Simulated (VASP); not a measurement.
Runs of VASP 6.6.1 on Mg7CuS8 (a cell with a defect). The cell holds a defect, 16 atoms: a = 11.303 Å, b = 5.652 Å, c = 5.652 Å, α = 90.00°, β = 90.00°, γ = 90.00°. 

```tsv
level	k mesh	gap on the mesh (eV)	pressure (GPa)	moment (μB)	largest force (eV/Å)
PBEsol	1 × 1 × 2	none	0.4	0.93	2.69
revPBE	1 × 1 × 1, shifted	0.09	(a)	0.97	2.83
PBEsol	1 × 1 × 1	-	1.5	(b)	2.59
PBEsol	1 × 1 × 1, shifted	0.09	0.4	0.95	2.72
PBEsol	2 × 2 × 2	none	0.4	0.94	2.72
```

Alike in all rows: task single point; potentials or basis VASP PAW PBE potentials, release 64 (Mg, S, Cu); spin collinear; cell as given; cutoff (eV) 520; smearing fermi-dirac 0.05 eV.

Question: Estimate the missing entries.

Answer: (a) 3.3; (b) 0.96.

Caveats: all runs use coarse meshes; a moment this small can come from the mesh or the smearing; the PAW data sets were made with another functional, which shifts forces and pressure a little; semilocal functionals underestimate gaps, and a narrow one can read as zero (at least some runs).

A k mesh can miss the band edges.

A gap of «none» marks levels without a gap at the run's occupations.
